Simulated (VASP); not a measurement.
# Co (P6_3/mmc) in VASP: notebook

Runs on Co. Level: revPBE. Tasks: single point.

Program: VASP 6.6.1. These are calculated values, not measurements. Logs are shortened: lines on timing, memory, paths and dates and some standing lists are left out, and cuts for length are marked.

**1. The cell of the first run**

The structure is hexagonal, space group P6_3/mmc (No. 194). Conventional cell: a = 2.512 Å, b = 2.512 Å, c = 4.056 Å, α = 90.00°, β = 90.00°, γ = 120.00°. Within 3.3 Å of Co (site symmetry -6m2) lie 12 Co at 2.49 to 2.51 Å.

**2. Single point, revPBE, collinear spin, ferromagnetic start**

The input, INCAR:

```
SYSTEM = Co
PREC     = Accurate       ! precision mode
ENCUT    = 520            ! plane-wave cutoff, eV
EDIFF    = 1E-6           ! SCF threshold, eV
ISMEAR   = -1             ! smearing method
SIGMA    = 0.05           ! smearing width, eV
LREAL    = .FALSE.        ! projectors in reciprocal space
LASPH    = .TRUE.         ! aspherical terms in the spheres
NELM     = 150            ! most SCF steps
ALGO     = Normal         ! electronic algorithm
ISIF     = 2              ! what is computed and relaxed
LWAVE    = .FALSE.        ! write WAVECAR
LCHARG   = .FALSE.        ! write CHGCAR
ISPIN    = 2              ! spin polarisation
MAGMOM   = 1.722 1.722    ! initial moments
LORBIT   = 11             ! projections on sites
LMAXMIX  = 4              ! l up to which the mixer works
GGA      = RE             ! functional
NBANDS   = 20             ! bands
```

The input, KPOINTS:

```
regular mesh
0
G
  23 23 13
  0 0 0
```

The input, POSCAR:

```
Co
1.0
    2.5122498490      0.0000000000      0.0000000000
   -1.2561249245      2.1756721899      0.0000000000
    0.0000000000      0.0000000000      4.0561539047
Co
2
Direct
    0.3333333333      0.6666666667      0.2500000000
    0.6666666667      0.3333333333      0.7500000000
```

Potentials or basis: VASP PAW PBE potentials, release 64 (Co).

The run is started by

```
cat potpaw_PBE.64/Co/POTCAR > POTCAR
mpirun -np 1 vasp_std > vasp.out
```

OUTCAR:

```text
SYSTEM = Co
   PREC = Accurate
   ENCUT = 520
   EDIFF = 1E-6
   ISMEAR = -1
   LREAL = .FALSE.
   LASPH = .TRUE.
   NELM = 150
   ISIF = 2
   ISPIN = 2
   LORBIT = 11
   GGA = RE

 ion  position               nearest neighbor table
   1  0.333  0.667  0.250-   2 2.49   2 2.49   2 2.49   2 2.49   2 2.49   2 2.49
   2  0.667  0.333  0.750-   1 2.49   1 2.49   1 2.49   1 2.49   1 2.49   1 2.49

  LATTYP: Found a hexagonal cell.
 ALAT       =     2.5122498490
 C/A-ratio  =     1.6145503626

  Lattice vectors:

 A1 = (   2.5122498490,   0.0000000000,   0.0000000000)
 A2 = (  -1.2561249245,   2.1756721899,   0.0000000000)
 A3 = (   0.0000000000,   0.0000000000,   4.0561539047)

Analysis of symmetry for initial positions (statically):
=====================================================================
 Subroutine PRICEL returns:
 Original cell was already a primitive cell.

 Routine SETGRP: Setting up the symmetry group for a
 hexagonal supercell.

 Subroutine GETGRP returns: Found 24 space group operations
 (whereof 12 operations were pure point group operations)
 out of a pool of 24 trial point group operations.

The static configuration has the point symmetry D_3d.
 The point group associated with its full space group is D_6h.

Analysis of symmetry for dynamics (positions and initial velocities):
=====================================================================
 Subroutine PRICEL returns:
 Original cell was already a primitive cell.

 Routine SETGRP: Setting up the symmetry group for a
 hexagonal supercell.

 Subroutine GETGRP returns: Found 24 space group operations
 (whereof 12 operations were pure point group operations)
 out of a pool of 24 trial point group operations.

The dynamic configuration has the point symmetry D_3d.
 The point group associated with its full space group is D_6h.

Analysis of structural, dynamic, and magnetic symmetry:
=====================================================================
 Subroutine PRICEL returns:
 Original cell was already a primitive cell.

 Routine SETGRP: Setting up the symmetry group for a
 hexagonal supercell.

 Subroutine GETGRP returns: Found 24 space group operations
 (whereof 12 operations were pure point group operations)
 out of a pool of 24 trial point group operations.

The overall configuration has the point symmetry D_3d.
 The point group associated with its full space group is D_6h.

 Subroutine INISYM returns: Found 24 space group operations
 (whereof 12 operations are pure point group operations),
 and found     1 'primitive' translations

----------------------------------------------------------------------------------------

                                     Primitive cell

  volume of cell :      22.1703

  direct lattice vectors                    reciprocal lattice vectors
     2.512249849  0.000000000  0.000000000     0.398049581  0.229814033  0.000000000
    -1.256124924  2.175672190  0.000000000     0.000000000  0.459628066  0.000000000
     0.000000000  0.000000000  4.056153905     0.000000000  0.000000000  0.246538969

  length of vectors
     2.512249849  2.512249849  4.056153905     0.459628066  0.459628066  0.246538969

  position of ions in fractional coordinates (direct lattice)
     0.333333333  0.666666667  0.250000000
     0.666666667  0.333333333  0.750000000

  ion indices of the primitive-cell ions
   primitive index   ion index
                 1           1
                 2           2

----------------------------------------------------------------------------------------

 KPOINTS: regular mesh

Automatic generation of k-mesh.
 Grid dimensions read from file:
 generate k-points for:   23   23   13

 Generating k-lattice:

  Cartesian coordinates                     Fractional coordinates (reciprocal lattice)
     0.017306504  0.009991914  0.000000000     0.043478261 -0.000000000  0.000000000
     0.000000000  0.019983829  0.000000000     0.000000000  0.043478261  0.000000000
     0.000000000  0.000000000  0.018964536     0.000000000  0.000000000  0.076923077

  Length of vectors
     0.019983829  0.019983829  0.018964536

  Shift w.r.t. Gamma in fractional coordinates (k-lattice)
     0.000000000  0.000000000  0.000000000

 Subroutine IBZKPT returns following result:
 ===========================================

 Found    392 irreducible k-points:

 Following reciprocal coordinates:
            Coordinates               Weight
  0.000000  0.000000  0.000000      1.000000
  0.043478  0.000000  0.000000      6.000000
  0.086957  0.000000  0.000000      6.000000
  0.130435  0.000000  0.000000      6.000000
  0.173913  0.000000  0.000000      6.000000
  0.217391  0.000000  0.000000      6.000000
[... 16 lines left out ...]
  0.478261  0.043478  0.000000      6.000000
  0.086957  0.086957  0.000000      6.000000
 [... further k-points ...]
   k-points           NKPTS =    392   k-points in BZ     NKDIM =    392   number of bands    NBANDS=     20
   number of dos      NEDOS =    301   number of ions     NIONS =      2
   total plane-waves  NPLWV =  12000
   dimension x,y,z NGX =    20 NGY =   20 NGZ =   30
   dimension x,y,z NGXF=    40 NGYF=   40 NGZF=   60
   ions per type =               2
   NGX,Y,Z   is equivalent  to a cutoff of  13.23, 13.23, 12.30 a.u.
   NGXF,Y,Z  is equivalent  to a cutoff of  26.47, 26.47, 24.59 a.u.
 SYSTEM =  Co
   PREC   = accura    normal or accurate (medium, high low for compatibility)
   ISTART =      0    job   : 0-new  1-cont  2-samecut
   ICHARG =      2    charge: 1-file 2-atom 10-const
   ISPIN  =      2    spin polarized calculation?
   LNONCOLLINEAR =      F non collinear calculations
   LSORBIT =      F    spin-orbit coupling
   LASPH  =      T    aspherical Exc in radial PAW
   ENCUT  =  520.0 eV  38.22 Ry    6.18 a.u.   4.67  4.67  7.54*2*pi/ulx,y,z
   NELM   =    150;   NELMIN=  2; NELMDL= -5     # of ELM steps
   EDIFF  = 0.1E-05   stopping-criterion for ELM
   LREAL  =      F    real-space projection
[... 7 lines left out ...]
   TEBEG  =    0.0;   TEEND  =   0.0 temperature during run
   PSTRESS=    0.0 pullay stress
   NELECT =      18.0000    total number of electrons
   NUPDOWN=      -1.0000    fix difference up-down
   EMIN   =  10.00;   EMAX   =-10.00  energy-range for DOS
   EFERMI =   0.00;   METHOD = LEGACY
   ISMEAR =    -1;   SIGMA  =   0.05  broadening in eV -4-tet -1-fermi 0-gaus
   EFERMI_NEDOS =   21; number of points for ismear=-14 and -15
   IALGO  =     38    algorithm
   IMIX   =      4    mixing-type and parameters
     AMIX     =   0.40;   BMIX     =  1.00
     AMIX_MAG =   1.60;   BMIX_MAG =  1.00
  volume/ion in A,a.u.               =      11.09        74.81
  Fermi-wavevector in a.u.,A,eV,Ry     =   1.527245  2.886075 31.735287  2.332478
  Thomas-Fermi vector in A             =   2.635168
   LORBIT       =     11    0 simple, 1 ext, 2 COOP (PROOUT), +10 PAW based schemes
   GGA     = RE    functional components
   LHFCALC =     F    Hartree Fock is set to
   AEXX    =    0.0000 exact exchange contribution
   IVDW    =     0    specifies the selected vdW correction
   LEPSILON=     F    determine dielectric tensor
   LRPA    =     F    only Hartree local field effects (RPA)
 spin polarized calculation
  energy-cutoff  :      520.00
  volume of cell :       22.17
 maximum number of plane-waves:       615
 NGX is ok and might be reduce to    20
   NGX =  9   NGY =  9   NGZ = 15

 number of electron      18.0000000 magnetization       3.2344292

 Free energy of the ion-electron system (eV)
  ---------------------------------------------------
  ext. energy  EPLUGINS =         0.00000000
  ---------------------------------------------------
  free energy    TOTEN  =       -13.25464130 eV

  energy without entropy =      -13.23906486  energy(sigma->0) =      -13.24685308

 E-fermi :  10.0593     XC(G=0): -13.1967

 val. band max:       10.0578340058   @ k =   0.2174   0.0435   0.2308
 cond. band min:      10.0598134331   @ k =   0.2174   0.0435   0.1538
 fundamental gap:      0.0019794274
 Fermi energy:        10.0593129560

 spin component 1

 k-point     1 :       0.0000    0.0000    0.0000
  band No.  band energies     occupation
      1       1.3006      1.00000
      2       5.0287      1.00000
      3       7.4642      1.00000
      4       7.4754      1.00000
      5       7.4754      1.00000
      6       7.7758      1.00000
[... 12 lines left out ...]
     19      35.5604      0.00000
     20      35.5604      0.00000
[... 507 lines left out ...]
 k-point    24 :       0.0870    0.0870    0.0000
  band No.  band energies     occupation
      1       2.0662      1.00000
      2       5.4478      1.00000
      3       7.0233      1.00000
      4       7.4746      1.00000
      5       7.6236      1.00000
      6       7.8175      1.00000
[... 12 lines left out ...]
     19      34.9275      0.00000
     20      37.9741      0.00000

 [... further k-points ...]

 spin component 2

 k-point     1 :       0.0000    0.0000    0.0000
  band No.  band energies     occupation
      1       1.2426      1.00000
      2       5.9771      1.00000
      3       9.1342      1.00000
      4       9.1510      1.00000
      5       9.1510      1.00000
      6       9.5070      0.99998
[... 12 lines left out ...]
     19      35.8009      0.00000
     20      35.8009      0.00000
[... 507 lines left out ...]
 k-point    24 :       0.0870    0.0870    0.0000
  band No.  band energies     occupation
      1       2.0134      1.00000
      2       6.4675      1.00000
      3       8.5739      1.00000
      4       8.5922      1.00000
      5       9.2981      1.00000
      6       9.5367      0.99997
[... 12 lines left out ...]
     19      34.9133      0.00000
     20      38.0694      0.00000

 [... further k-points ...]

------------------------ aborting loop because EDIFF is reached ----------------------------------------

  FORCE on cell =-STRESS in cart. coord.  units (eV):
  Direction    XX          YY          ZZ          XY          YZ          ZX
  --------------------------------------------------------------------------------------
  -------------------------------------------------------------------------------------
  Total       -0.1302029     -0.1302029     -0.0762033      0.0000000     -0.0000000      0.0000000
  in kB       -9.4093714     -9.4093714     -5.5069816      0.0000000     -0.0000000      0.0000000
  external PRESSURE =      -8.1085748 kB  Pullay stress =       0.0000000 kB

 VOLUME and BASIS-vectors are now :
 -----------------------------------------------------------------------------
  energy-cutoff  :      520.00
  volume of cell :       22.17
      direct lattice vectors                 reciprocal lattice vectors
     2.512249849  0.000000000  0.000000000     0.398049581  0.229814033  0.000000000
    -1.256124924  2.175672190  0.000000000     0.000000000  0.459628066  0.000000000
     0.000000000  0.000000000  4.056153905     0.000000000  0.000000000  0.246538969

 POSITION                                       TOTAL-FORCE (eV/Angst)
 -----------------------------------------------------------------------------------
     -0.00000      1.45045      1.01404         0.000000     -0.000000      0.000000
      1.25612      0.72522      3.04212        -0.000000      0.000000      0.000000
 -----------------------------------------------------------------------------------
    total drift:                               -0.000000      0.000000     -0.000000

  FREE ENERGIE OF THE ION-ELECTRON SYSTEM (eV)
  ---------------------------------------------------
  free  energy   TOTEN  =       -13.2546413016 eV

  energy  without entropy=      -13.2390648574  energy(sigma->0) =      -13.24685308

 total charge

# of ion       s       p       d       tot
------------------------------------------
    1        0.481   0.504   7.248   8.233
    2        0.481   0.504   7.248   8.233
--------------------------------------------------
tot          0.962   1.008  14.496  16.466

 magnetization (x)

# of ion       s       p       d       tot
------------------------------------------
    1       -0.016  -0.059   1.720   1.646
    2       -0.016  -0.059   1.720   1.646
--------------------------------------------------
tot         -0.032  -0.117   3.440   3.291
```

Wall time 8.2 min (1 thread of Oxide Virtual Turin-like, shared host); peak memory 0.3 GiB.

What came out:

| Quantity | Value |
| --- | --- |
| Free energy | -13.2546 eV |
| Pressure | -0.8 GPa |
| Net moment | 3.23 μB per cell |
| Site moments | Co +1.65 μB |
| Valence electrons inside the program's atomic spheres | Co 8.23 |

Stress tensor (GPa, compression positive):
```
-0.94  0.00  0.00
 0.00 -0.94  0.00
 0.00  0.00 -0.55
```

Caveat: the PAW data sets were made with another functional, which shifts forces and pressure a little.

**3. Single point, revPBE, collinear spin, ferromagnetic start**

The input, INCAR:

```
SYSTEM = Co
  ALGO = Normal
  EDIFF = 1E-7
  ENCUT = 520
  GGA = RE
  ISIF = 2
  ISMEAR = -1
  ISPIN = 2
  LASPH = .True.
  LCHARG = .True.
  LELF = .True.
  LMAXMIX = 4
  LORBIT = 11
  LREAL = .False.
  LVHAR = .True.
  LWAVE = .False.
  MAGMOM = 1.714 1.714
  NBANDS = 20
  NELM = 150
  PREC = Accurate
  SIGMA = 0.05
```

The input, KPOINTS:

```
k-points
0
Gamma
  23 23 13
  0 0 0
```

POSCAR is that of step 2.

Potentials or basis: VASP PAW PBE potentials, release 64 (Co).

The run is started by

```
cat potpaw_PBE.64/Co/POTCAR > POTCAR
mpirun -np 1 vasp_std > vasp.out
```

OUTCAR:

```text
SYSTEM = Co
   EDIFF = 1E-7
   ENCUT = 520
   GGA = RE
   ISIF = 2
   ISMEAR = -1
   ISPIN = 2
   LASPH = .True.
   LORBIT = 11
   LREAL = .False.
   NELM = 150
   PREC = Accurate

 ion  position               nearest neighbor table
   1  0.333  0.667  0.250-   2 2.49   2 2.49   2 2.49   2 2.49   2 2.49   2 2.49
   2  0.667  0.333  0.750-   1 2.49   1 2.49   1 2.49   1 2.49   1 2.49   1 2.49

  LATTYP: Found a hexagonal cell.
 ALAT       =     2.5122498490
 C/A-ratio  =     1.6145503626

  Lattice vectors:

 A1 = (   2.5122498490,   0.0000000000,   0.0000000000)
 A2 = (  -1.2561249245,   2.1756721899,   0.0000000000)
 A3 = (   0.0000000000,   0.0000000000,   4.0561539047)

Analysis of symmetry for initial positions (statically):
[... 1322 lines left out ...]
  volume of cell :       22.17
      direct lattice vectors                 reciprocal lattice vectors
     2.512249849  0.000000000  0.000000000     0.398049581  0.229814033  0.000000000
    -1.256124924  2.175672190  0.000000000     0.000000000  0.459628066  0.000000000
     0.000000000  0.000000000  4.056153905     0.000000000  0.000000000  0.246538969

 POSITION                                       TOTAL-FORCE (eV/Angst)
 -----------------------------------------------------------------------------------
     -0.00000      1.45045      1.01404        -0.000000     -0.000000      0.000000
      1.25612      0.72522      3.04212         0.000000      0.000000      0.000000
 -----------------------------------------------------------------------------------
    total drift:                               -0.000000      0.000000     -0.000000

  FREE ENERGIE OF THE ION-ELECTRON SYSTEM (eV)
  ---------------------------------------------------
  free  energy   TOTEN  =       -13.2546406213 eV

  energy  without entropy=      -13.2390631535  energy(sigma->0) =      -13.24685189

 total charge

# of ion       s       p       d       tot
------------------------------------------
    1        0.481   0.504   7.248   8.233
    2        0.481   0.504   7.248   8.233
--------------------------------------------------
tot          0.962   1.008  14.496  16.466

 magnetization (x)

# of ion       s       p       d       tot
------------------------------------------
    1       -0.016  -0.059   1.720   1.646
    2       -0.016  -0.059   1.720   1.646
--------------------------------------------------
tot         -0.032  -0.117   3.440   3.291
```

OSZICAR:

```text
N       E                     dE             d eps       ncg     rms          rms(c)
DAV:   1     0.856392856469E+02    0.85639E+02   -0.78958E+03 32964   0.118E+03
DAV:   2    -0.107720906924E+02   -0.96411E+02   -0.86664E+02 31768   0.215E+02
DAV:   3    -0.151787017870E+02   -0.44066E+01   -0.42134E+01 35844   0.559E+01
DAV:   4    -0.152452965018E+02   -0.66595E-01   -0.66542E-01 37928   0.605E+00
DAV:   5    -0.152472459841E+02   -0.19495E-02   -0.19494E-02 36384   0.991E-01    0.143E+01
DAV:   6    -0.136955951616E+02    0.15517E+01   -0.74836E+00 35408   0.556E+01    0.727E+00
DAV:   7    -0.132853112982E+02    0.41028E+00   -0.12001E+00 36340   0.204E+01    0.378E+00
DAV:   8    -0.132688283606E+02    0.16483E-01   -0.17988E-02 40508   0.131E+00    0.181E+00
DAV:   9    -0.132544472668E+02    0.14381E-01   -0.35696E-03 49440   0.103E+00    0.532E-01
DAV:  10    -0.132546097747E+02   -0.16251E-03   -0.98998E-04 43064   0.424E-01    0.110E-01
DAV:  11    -0.132546422812E+02   -0.32507E-04   -0.79632E-05 45356   0.119E-01    0.303E-02
DAV:  12    -0.132546414155E+02    0.86572E-06   -0.11012E-05 34140   0.360E-02    0.162E-02
DAV:  13    -0.132546413307E+02    0.84855E-07   -0.20004E-06 42660   0.178E-02    0.108E-02
DAV:  14    -0.132546411550E+02    0.17568E-06   -0.41182E-07 34308   0.521E-03    0.375E-03
DAV:  15    -0.132546405989E+02    0.55609E-06   -0.22930E-08 16716   0.248E-03    0.104E-03
DAV:  16    -0.132546406213E+02   -0.22425E-07   -0.82758E-09 16100   0.102E-03
   1 F= -.13254641E+02 E0= -.13246852E+02  d E =-.155775E-01  mag=     3.2354
```

Run time: 8.4 min. Hardware: 1 thread of Oxide Virtual Turin-like, shared host; peak memory 0.3 GiB.

Results:

* Free energy: -13.2546 eV
* Pressure: -0.7 GPa
* Net moment: 3.24 μB per cell
* Site moments: Co +1.65 μB
* Valence electrons inside the program's atomic spheres: Co 8.23

Levels at points of the mesh, in eV from the Fermi level:
Spin up:
| k point | band 8 | band 9 | band 10 | band 11 | band 12 | band 13 | band 14 | band 15 |
| --- | --- | --- | --- | --- | --- | --- | --- | --- |
| (0.00, 0.00, 0.00) | -1.96 | -1.96 | -0.90 | -0.90 | -0.03 | 6.20 | 21.77 | 24.16 |
Spin down:
```csv
k point,band 3,band 4,band 5,band 6,band 7,band 8,band 9,band 10,band 11,band 12
"(0.00, 0.00, 0.00)",-0.93,-0.91,-0.91,-0.55,-0.55,-0.16,-0.15,-0.15,1.04,1.04
```

Caveat: the PAW data sets were made with another functional, which shifts forces and pressure a little.
